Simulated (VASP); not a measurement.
# KF (Fm-3m) in VASP: further runs

KF is run at these levels: PBE+D4, revPBE, PBEsol+D3(BJ), r2SCAN+D4; tasks: single point.

Everything below comes from runs of VASP 6.6.1. Logs are shortened: lines on timing, memory, paths and dates and some standing lists are left out, and cuts for length are marked.

## (1) The cell of the first run

The structure is cubic, space group Fm-3m (No. 225). Conventional cell: a = 5.313 Å, b = 5.313 Å, c = 5.313 Å, α = 90.00°, β = 90.00°, γ = 90.00°. K (site symmetry m-3m) has 6 F at 2.66 Å within 3.5 Å. Within 3.5 Å of F (site symmetry m-3m) lie 6 K at 2.66 Å.

## (2) Single point, PBE+D4 (volume scaled by 0.96)

Input file INCAR:

```
ALGO = Normal
EDIFF = 1E-6
ENCUT = 520
GGA = PE
ISIF = 2
ISMEAR = 0
IVDW = 13
LASPH = T
LCHARG = F
LREAL = F
LWAVE = F
NBANDS = 15
NELM = 100
PREC = Accurate
SIGMA = 0.05
```

Input file KPOINTS:

```
k-points
0
Gamma
  8 8 8
```

Input file POSCAR:

```
KF
1.0
    0.0000000000      2.6566070654      2.6566070654
    2.6566070654      0.0000000000      2.6566070654
    2.6566070654      2.6566070654      0.0000000000
K F
1 1
Direct
    0.0000000000      0.0000000000      0.0000000000
    0.5000000000      0.5000000000      0.5000000000
```

Potentials or basis: VASP PAW PBE potentials, release 64 (K_sv, F).

Run with:

```sh
cat potpaw_PBE.64/K_sv/POTCAR potpaw_PBE.64/F/POTCAR > POTCAR
mpirun -np 1 vasp_std > vasp.out
```

OUTCAR:

```text
EDIFF = 1E-6
   ENCUT = 520
   GGA = PE
   ISIF = 2
   ISMEAR = 0
   IVDW = 13
   LASPH = T
   LREAL = F
   NELM = 100
   PREC = Accurate

 ion  position               nearest neighbor table
   1  0.000  0.000  0.000-   2 2.66   2 2.66   2 2.66   2 2.66   2 2.66   2 2.66
   2  0.500  0.500  0.500-   1 2.66   1 2.66   1 2.66   1 2.66   1 2.66   1 2.66

  LATTYP: Found a face centered cubic cell.
 ALAT       =     5.3132141308

  Lattice vectors:

 A1 = (   0.0000000000,   2.6566070654,   2.6566070654)
 A2 = (   2.6566070654,   0.0000000000,   2.6566070654)
 A3 = (   2.6566070654,   2.6566070654,   0.0000000000)

Analysis of symmetry for initial positions (statically):
=====================================================================
 Subroutine PRICEL returns:
 Original cell was already a primitive cell.

 Routine SETGRP: Setting up the symmetry group for a
 face centered cubic supercell.

 Subroutine GETGRP returns: Found 48 space group operations
 (whereof 48 operations were pure point group operations)
 out of a pool of 48 trial point group operations.

The static configuration has the point symmetry O_h .

Analysis of symmetry for dynamics (positions and initial velocities):
=====================================================================
 Subroutine PRICEL returns:
 Original cell was already a primitive cell.

 Routine SETGRP: Setting up the symmetry group for a
 face centered cubic supercell.

 Subroutine GETGRP returns: Found 48 space group operations
 (whereof 48 operations were pure point group operations)
 out of a pool of 48 trial point group operations.

The dynamic configuration has the point symmetry O_h .

 Subroutine INISYM returns: Found 48 space group operations
 (whereof 48 operations are pure point group operations),
 and found     1 'primitive' translations

----------------------------------------------------------------------------------------

                                     Primitive cell

  volume of cell :      37.4983

  direct lattice vectors                    reciprocal lattice vectors
     0.000000000  2.656607065  2.656607065    -0.188209994  0.188209994  0.188209994
     2.656607065  0.000000000  2.656607065     0.188209994 -0.188209994  0.188209994
     2.656607065  2.656607065  0.000000000     0.188209994  0.188209994 -0.188209994

  length of vectors
     3.757009742  3.757009742  3.757009742     0.325989272  0.325989272  0.325989272

  position of ions in fractional coordinates (direct lattice)
     0.000000000  0.000000000  0.000000000
     0.500000000  0.500000000  0.500000000

  ion indices of the primitive-cell ions
   primitive index   ion index
                 1           1
                 2           2

----------------------------------------------------------------------------------------

 KPOINTS: k-points

Automatic generation of k-mesh.
 Grid dimensions read from file:
 generate k-points for:    8    8    8

 Generating k-lattice:

  Cartesian coordinates                     Fractional coordinates (reciprocal lattice)
    -0.023526249  0.023526249  0.023526249     0.125000000  0.000000000  0.000000000
     0.023526249 -0.023526249  0.023526249     0.000000000  0.125000000  0.000000000
     0.023526249  0.023526249 -0.023526249     0.000000000  0.000000000  0.125000000

  Length of vectors
     0.040748659  0.040748659  0.040748659

  Shift w.r.t. Gamma in fractional coordinates (k-lattice)
     0.000000000  0.000000000  0.000000000

 Subroutine IBZKPT returns following result:
 ===========================================

 Found     29 irreducible k-points:

 Following reciprocal coordinates:
            Coordinates               Weight
  0.000000  0.000000  0.000000      1.000000
  0.125000  0.000000  0.000000      8.000000
  0.250000  0.000000  0.000000      8.000000
  0.375000  0.000000  0.000000      8.000000
  0.500000  0.000000  0.000000      4.000000
  0.125000  0.125000  0.000000      6.000000
[... 16 lines left out ...]
  0.500000  0.250000  0.125000     48.000000
 -0.375000  0.250000  0.125000     24.000000
 [... further k-points ...]
   k-points           NKPTS =     29   k-points in BZ     NKDIM =     29   number of bands    NBANDS=     15
   number of dos      NEDOS =    301   number of ions     NIONS =      2
   total plane-waves  NPLWV =  21952
   dimension x,y,z NGX =    28 NGY =   28 NGZ =   28
   dimension x,y,z NGXF=    56 NGYF=   56 NGZF=   56
   ions per type =               1   1
   NGX,Y,Z   is equivalent  to a cutoff of  12.39, 12.39, 12.39 a.u.
   NGXF,Y,Z  is equivalent  to a cutoff of  24.78, 24.78, 24.78 a.u.
 SYSTEM =  unknown system
   PREC   = accura    normal or accurate (medium, high low for compatibility)
   ISTART =      0    job   : 0-new  1-cont  2-samecut
   ICHARG =      2    charge: 1-file 2-atom 10-const
   ISPIN  =      1    spin polarized calculation?
   LNONCOLLINEAR =      F non collinear calculations
   LSORBIT =      F    spin-orbit coupling
[... 31 lines left out ...]
   IVDW    =    13    specifies the selected vdW correction
   LEPSILON=     F    determine dielectric tensor
   LRPA    =     F    only Hartree local field effects (RPA)
 non-spin polarized calculation
 Gauss-broadening in eV      SIGMA  =   0.05
  energy-cutoff  :      520.00
  volume of cell :       37.50
 maximum number of plane-waves:      1036
   NGX = 13   NGY = 13   NGZ = 13

 number of electron      16.0000011 magnetization

 Free energy of the ion-electron system (eV)
  ---------------------------------------------------
  ext. energy  EPLUGINS =         0.00000000
  ---------------------------------------------------
  free energy    TOTEN  =        -8.28224307 eV

  energy without entropy =       -8.28224307  energy(sigma->0) =       -8.28224307

 E-fermi :  -2.4555     XC(G=0):  -8.4820

 val. band max:       -2.7578984447   @ k =   0.0000   0.0000   0.0000
 cond. band min:       3.4985561567   @ k =   0.0000   0.0000   0.0000
 fundamental gap:      6.2564546014
 Fermi energy:        -2.4555084576

 k-point     1 :       0.0000    0.0000    0.0000
  band No.  band energies     occupation
      1     -28.8484      2.00000
      2     -21.4232      2.00000
      3     -12.0859      2.00000
      4     -12.0859      2.00000
      5     -12.0859      2.00000
      6      -2.7579      2.00000
      7      -2.7579      2.00000
      8      -2.7579      2.00000
      9       3.4986      0.00000
     10       7.9690      0.00000
     11       7.9690      0.00000
     12       7.9690      0.00000
     13       9.6638      0.00000
     14       9.6638      0.00000
     15      14.2957      0.00000

 k-point     2 :       0.1250    0.0000    0.0000
  band No.  band energies     occupation
      1     -28.8335      2.00000
      2     -21.4376      2.00000
      3     -12.1282      2.00000
      4     -12.0915      2.00000
      5     -12.0915      2.00000
      6      -2.9014      2.00000
      7      -2.8128      2.00000
      8      -2.8128      2.00000
      9       3.9380      0.00000
     10       7.7210      0.00000
     11       8.1825      0.00000
     12       8.1825      0.00000
     13       9.8129      0.00000
     14       9.8129      0.00000
     15      15.0565      0.00000

 k-point     3 :       0.2500    0.0000    0.0000
  band No.  band energies     occupation
      1     -28.7974      2.00000
      2     -21.4714      2.00000
      3     -12.2293      2.00000
      4     -12.1049      2.00000
      5     -12.1049      2.00000
      6      -3.2057      2.00000
      7      -2.9424      2.00000
      8      -2.9423      2.00000
      9       5.0292      0.00000
     10       7.3865      0.00000
     11       8.7119      0.00000
     12       8.7119      0.00000
     13      10.2731      0.00000
     14      10.2731      0.00000
     15      16.0737      0.00000
[... 343 lines left out ...]
 k-point    23 :       0.5000    0.2500    0.1250
  band No.  band energies     occupation
      1     -28.7446      2.00000
      2     -21.4902      2.00000
      3     -12.3744      2.00000
      4     -12.2961      2.00000
      5     -12.1533      2.00000
      6      -3.3327      2.00000
      7      -3.0664      2.00000
      8      -2.9184      2.00000
      9       6.5426      0.00000
     10       6.9677      0.00000
     11       9.0766      0.00000
     12       9.8952      0.00000
     13      10.8522      0.00000
     14      11.8299      0.00000
     15      13.6582      0.00000

 k-point    24 :      -0.3750    0.2500    0.1250
  band No.  band energies     occupation
      1     -28.7329      2.00000
      2     -21.4958      2.00000
      3     -12.4208      2.00000
      4     -12.3136      2.00000
      5     -12.1612      2.00000
      6      -3.3393      2.00000
      7      -3.0444      2.00000
      8      -3.0178      2.00000
      9       6.7094      0.00000
     10       7.4186      0.00000
     11       9.0164      0.00000
     12      10.0520      0.00000
     13      11.3287      0.00000
     14      12.4068      0.00000
     15      12.6923      0.00000

 [... further k-points ...]

------------------------ aborting loop because EDIFF is reached ----------------------------------------

  DFT-D4 for vdW energy calculation

  Edisp (eV):   -0.14452

  FORCE on cell =-STRESS in cart. coord.  units (eV):
  Direction    XX          YY          ZZ          XY          YZ          ZX
  --------------------------------------------------------------------------------------
  -------------------------------------------------------------------------------------
  Total       0.33542     0.33542     0.33542     0.00000     0.00000    -0.00000
  in kB      14.33150    14.33150    14.33150     0.00000     0.00000    -0.00000
  external pressure =       14.33 kB  Pullay stress =        0.00 kB

 VOLUME and BASIS-vectors are now :
 -----------------------------------------------------------------------------
  energy-cutoff  :      520.00
  volume of cell :       37.50
      direct lattice vectors                 reciprocal lattice vectors
     0.000000000  2.656607065  2.656607065    -0.188209994  0.188209994  0.188209994
     2.656607065  0.000000000  2.656607065     0.188209994 -0.188209994  0.188209994
     2.656607065  2.656607065  0.000000000     0.188209994  0.188209994 -0.188209994

 POSITION                                       TOTAL-FORCE (eV/Angst)
 -----------------------------------------------------------------------------------
      0.00000      0.00000      0.00000         0.000000      0.000000      0.000000
      2.65661      2.65661      2.65661        -0.000000     -0.000000     -0.000000
 -----------------------------------------------------------------------------------
    total drift:                                0.000000      0.000000      0.000000

  FREE ENERGIE OF THE ION-ELECTRON SYSTEM (eV)
  ---------------------------------------------------
  free  energy   TOTEN  =        -8.4267654102 eV

  energy  without entropy=       -8.4267654102  energy(sigma->0) =       -8.42676541
```

Wall time 22 s (1 thread of AMD EPYC 7R13 (Zen 3), shared host); peak memory 0.13 GiB.

What came out:

```yaml
Free_energy: -8.4268 eV
Pressure: 1.4 GPa
Band_gap_on_the_k_mesh: 6.26 eV, direct
Dispersion_energy_per_atom: -0.072 eV
```

Caveat: the cell differs from its parent crystal (volume scaled by 0.96).

## (3) Single point, revPBE

This run uses another cell than the first one, of 19.11 Å³/atom, 1.019 times its volume.

Input file INCAR:

```
PREC = Accurate
ENCUT = 520
EDIFF = 1E-6
ISMEAR = 0
SIGMA = 0.05
LREAL = F
LASPH = T
NELM = 80
ALGO = Normal
ISIF = 2
LWAVE = F
LCHARG = T
GGA = RE
LELF = T
LVHAR = T
NBANDS = 15
```

Input file KPOINTS:

```
Automatic mesh
0
Gamma
  8 8 8
```

Input file POSCAR:

```
KF
1.0
    0.0000000000      2.6734993184      2.6734993184
    2.6734993184      0.0000000000      2.6734993184
    2.6734993184      2.6734993184      0.0000000000
K F
1 1
Direct
    0.0000000000      0.0000000000      0.0000000000
    0.5000000000      0.5000000000      0.5000000000
```

Potentials or basis: VASP PAW PBE potentials, release 64 (K_sv, F).

Run with:

```sh
cat potpaw_PBE.64/K_sv/POTCAR potpaw_PBE.64/F/POTCAR > POTCAR
mpirun -np 1 vasp_std > vasp.out
```

It took 26 s on 1 thread of AMD EPYC 7R13 (Zen 3), shared host; peak memory 0.13 GiB.

Results (log left out):

- Free energy: -7.8712 eV
- Pressure: 3.5 GPa
- Band gap on the k mesh: 6.46 eV, direct

Levels at points of the mesh, in eV from the valence-band top:
```csv
k point,band 6,band 7,band 8,band 9,band 10,band 11
"(0.00, 0.00, 0.00)",0.00,0.00,0.00,6.46,10.78,10.78
"(0.50, 0.00, 0.00)",-0.76,-0.34,-0.34,9.28,10.90,12.12
"(0.50, 0.50, 0.00)",-0.21,-0.06,-0.06,8.41,10.42,12.13
```

Caveat: the PAW data sets were made with another functional, which shifts forces and pressure a little. A k mesh can miss the band edges.

## (4) Single point, PBEsol+D3(BJ)

This run uses another cell than the first one, of 19.11 Å³/atom, 1.019 times its volume.

Input file INCAR:

```
SYSTEM = KF
PREC = Accurate
ENCUT = 520
EDIFF = 1E-6
ISMEAR = 0
SIGMA = 0.05
LREAL = .FALSE.
LASPH = .TRUE.
NELM = 80
ALGO = Normal
ISIF = 2
LWAVE = .FALSE.
LCHARG = .FALSE.
GGA = PS
IVDW = 12
NBANDS = 15
```

Input file KPOINTS:

```
Automatic mesh
0
G
  8 8 8
  0 0 0
```

POSCAR is that of step 3.

Run with:

```sh
cat potpaw_PBE.64/K_sv/POTCAR potpaw_PBE.64/F/POTCAR > POTCAR
mpirun -np 1 vasp_std > vasp.out
```

It took 23 s on 1 thread of AMD EPYC 7R13 (Zen 3), shared host; peak memory 0.14 GiB.

The run converged. Its results:

* Free energy: -8.8421 eV
* Pressure: -2.1 GPa
* Band gap on the k mesh: 6.02 eV, direct
* Dispersion energy per atom: -0.161 eV

Levels at points of the mesh, in eV from the valence-band top:
```csv
k point,band 6,band 7,band 8,band 9,band 10,band 11
"(0.00, 0.00, 0.00)",0.00,0.00,0.00,6.02,10.63,10.63
"(0.50, 0.00, 0.00)",-0.81,-0.35,-0.35,8.97,10.45,12.04
"(0.50, 0.50, 0.00)",-0.21,-0.06,-0.06,8.10,10.22,11.64
```

Caveat: the PAW data sets were made with another functional, which shifts forces and pressure a little. A k mesh can miss the band edges.

## (5) Single point, PBE+D4

This run uses another cell than the first one, of 19.53 Å³/atom, 1.042 times its volume.

Input file INCAR:

```
ALGO = Normal ; EDIFF = 1E-7
ENCUT = 520 ; GGA = PE
ISIF = 2 ; ISMEAR = 0
IVDW = 13 ; LASPH = True
LCHARG = False ; LREAL = False
LWAVE = False ; NBANDS = 15
NELM = 60 ; PREC = Accurate
SIGMA = 0.05
```

Input file KPOINTS:

```
k-points
0
Gamma
  8 8 8
```

Input file POSCAR:

```
KF
1.0
    0.0000000000      2.6930034658      2.6930034658
    2.6930034658      0.0000000000      2.6930034658
    2.6930034658      2.6930034658      0.0000000000
K F
1 1
Direct
    0.0000000000      0.0000000000      0.0000000000
    0.5000000000      0.5000000000      0.5000000000
```

Run with:

```sh
cat potpaw_PBE.64/K_sv/POTCAR potpaw_PBE.64/F/POTCAR > POTCAR
mpirun -np 1 vasp_std > vasp.out
```

Wall time 22 s (1 thread of AMD EPYC 7R13 (Zen 3), shared host); peak memory 0.13 GiB.

Results (log left out):

```
Free energy                : -8.4355 eV
Pressure                   : 0.0 GPa
Band gap on the k mesh     : 6.04 eV, direct
Dispersion energy per atom : -0.069 eV
```

Levels at points of the mesh, in eV from the valence-band top:
```
           k point  band 6  band 7  band 8  band 9  band 10  band 11
(0.00, 0.00, 0.00)    0.00    0.00    0.00    6.04    10.61    10.61
(0.50, 0.00, 0.00)   -0.77   -0.33   -0.33    8.97    10.43    11.96
(0.50, 0.50, 0.00)   -0.22   -0.06   -0.06    8.18    10.17    11.62
```

## (6) Single point, r2SCAN+D4 (volume scaled by 0.96)

Input file POSCAR:

```
KF
1.0
    0.0000000000      2.6170599027      2.6170599027
    2.6170599027      0.0000000000      2.6170599027
    2.6170599027      2.6170599027      0.0000000000
K F
1 1
Direct
    0.0000000000      0.0000000000      0.0000000000
    0.5000000000      0.5000000000      0.5000000000
```

Input file INCAR.step1:

```
SYSTEM = KF
PREC     = Accurate       ! precision mode
ENCUT    = 520            ! plane-wave cutoff, eV
ISMEAR   = 0              ! smearing method
SIGMA    = 0.05           ! smearing width, eV
LREAL    = .FALSE.        ! projectors in reciprocal space
LASPH    = .TRUE.         ! aspherical terms in the spheres
NELM     = 80             ! most SCF steps
NBANDS   = 15             ! bands
GGA      = PE             ! functional
ALGO     = Normal         ! electronic algorithm
EDIFF    = 1E-4           ! SCF threshold, eV
LWAVE    = .TRUE.         ! write WAVECAR
LCHARG   = .FALSE.        ! write CHGCAR
```

Input file INCAR.step2:

```
SYSTEM = KF
PREC     = Accurate       ! precision mode
ENCUT    = 520            ! plane-wave cutoff, eV
EDIFF    = 1E-6           ! SCF threshold, eV
ISMEAR   = 0              ! smearing method
SIGMA    = 0.05           ! smearing width, eV
LREAL    = .FALSE.        ! projectors in reciprocal space
LASPH    = .TRUE.         ! aspherical terms in the spheres
NELM     = 80             ! most SCF steps
ALGO     = Normal         ! electronic algorithm
ISIF     = 2              ! what is computed and relaxed
LWAVE    = .FALSE.        ! write WAVECAR
LCHARG   = .FALSE.        ! write CHGCAR
METAGGA  = R2SCAN         ! meta-GGA
LMIXTAU  = .TRUE.       
IVDW     = 13             ! dispersion correction
VDW_S6   = 1.0          
VDW_S8   = 0.6018749    
VDW_A1   = 0.51559235   
VDW_A2   = 5.77342911   
NBANDS   = 15             ! bands
ISTART   = 1
```

Input file KPOINTS:

```
Automatic mesh
0
G
  8 8 8
  0 0 0
```

Potentials or basis: VASP PAW PBE potentials, release 64 (K_sv, F).

Run with:

```sh
cat potpaw_PBE.64/K_sv/POTCAR potpaw_PBE.64/F/POTCAR > POTCAR
cp INCAR.step1 INCAR
mpirun -np 1 vasp_std > vasp.out
cp INCAR.step2 INCAR
mpirun -np 1 vasp_std > vasp.out
```

It used 98 s of CPU time on 1 thread of AMD EPYC 7R13 Processor (Zen 3) (shared host).

The run converged. Its results:

```
Free energy                : -15.0183 eV
Pressure                   : 1.6 GPa
Band gap on the k mesh     : 7.17 eV, direct
Dispersion energy per atom : -0.029 eV
```

Levels at points of the mesh, in eV from the valence-band top:
| k point | band 6 | band 7 | band 8 | band 9 | band 10 | band 11 |
| --- | --- | --- | --- | --- | --- | --- |
| (0.00, 0.00, 0.00) | 0.00 | 0.00 | 0.00 | 7.17 | 11.62 | 11.62 |
| (0.50, 0.00, 0.00) | -0.83 | -0.39 | -0.39 | 9.94 | 11.73 | 13.22 |
| (0.50, 0.50, 0.00) | -0.17 | -0.04 | -0.04 | 8.81 | 11.58 | 12.95 |

Caveat: the cell differs from its parent crystal (volume scaled by 0.96); the PAW data sets were made with another functional, which shifts forces and pressure a little.

## (7) Overview

| level | cell | gap on the mesh (eV) | pressure (GPa) |
| --- | --- | --- | --- |
| PBE+D4 | a = 3.757 Å, angles 60.0°, 2 atoms | 6.26 | 1.4 |
| revPBE | a = 3.781 Å, angles 60.0°, 2 atoms | 6.46 | 3.5 |
| PBEsol+D3(BJ) | a = 3.781 Å, angles 60.0°, 2 atoms | 6.02 | -2.1 |
| PBE+D4 | a = 3.808 Å, angles 60.0°, 2 atoms | 6.04 | 0.0 |
| r2SCAN+D4 | a = 3.701 Å, angles 60.0°, 2 atoms | 7.17 | 1.6 |

Alike in all rows: task single point; potentials or basis VASP PAW PBE potentials, release 64 (K_sv, F); no spin polarisation; k mesh 8 × 8 × 8; cutoff (eV) 520; smearing gaussian 0.05 eV.

Caveats: the PAW data sets were made with another functional, which shifts forces and pressure a little (some runs).

Absolute energies hang on the potentials; compare differences alone.
